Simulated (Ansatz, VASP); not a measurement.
**One calculation of Rh, two programs**

Contents of INCAR:

```
  PREC = Accurate
  ENCUT = 520
  EDIFF = 1E-6
  ISMEAR = -1
  SIGMA = 0.05
  LREAL = False
  LASPH = True
  NELM = 150
  ALGO = Normal
  ISIF = 2
  LWAVE = False
  LCHARG = False
  ISPIN = 2
  MAGMOM = 1
  LORBIT = 11
  LMAXMIX = 4
  GGA = PE
  NBANDS = 18
```

KPOINTS

```
Automatic mesh
0
Gamma
  23 23 23
```

The input POSCAR:

```
Rh
1.0
    0.0000000000      1.9649899885      1.9649899885
    1.9649899885      0.0000000000      1.9649899885
    1.9649899885      1.9649899885      0.0000000000
Rh
1
Direct
    0.0000000000      0.0000000000      0.0000000000
```

Input for Ansatz:

```yaml
crystal:
  lattice:
    - [0.0, 1.9649899883, 1.9649899883]
    - [1.9649899883, 0.0, 1.9649899883]
    - [1.9649899883, 1.9649899883, 0.0]
  atoms:
    - { symbol: Rh, position: [0.0, 0.0, 0.0], spin: 1.0 }
hamiltonian:
  xc: pbe
  pseudopotentials:
    kind: paw
    azcp:
      Rh: "pseudopotentials/Rh.paw.azcp"
basis:
  ecutwfc: 420
  fft_grid_basis: typed
kpoints:
  mp_grid: { grid: [23, 23, 23], shift: [0, 0, 0] }
magnetization:
  spin_polarized: true
scf:
  occupations: { method: fermi_dirac, width: 0.05 }
output:
  stress: true
```

Alike in both runs: task single point; functional PBE; k mesh 23 × 23 × 23; occupations fermi-dirac, width 0.05 eV; collinear spin.

```csv
,VASP,Ansatz
version,VASP 6.6.1,Ansatz 0.2.0
potentials or method,"VASP PAW PBE potentials, release 64 (Rh_pv), cutoff 520 eV","plane waves (420 eV) with PAW, scalar-relativistic"
valence electrons in the cell,15,17
```

|  | VASP | Ansatz | Ansatz less VASP |
| --- | --- | --- | --- |
| pressure (GPa) | -16.2 | -16.2 | -0.01 |
| net moment per atom (μB) | 0.00 | 0.00 | 0.000 |

VASP's potentials hold 15 valence electrons a cell and Ansatz's 17, so a difference there can come from the potentials and not from the codes. Ansatz's warnings: seeded moment not kept.
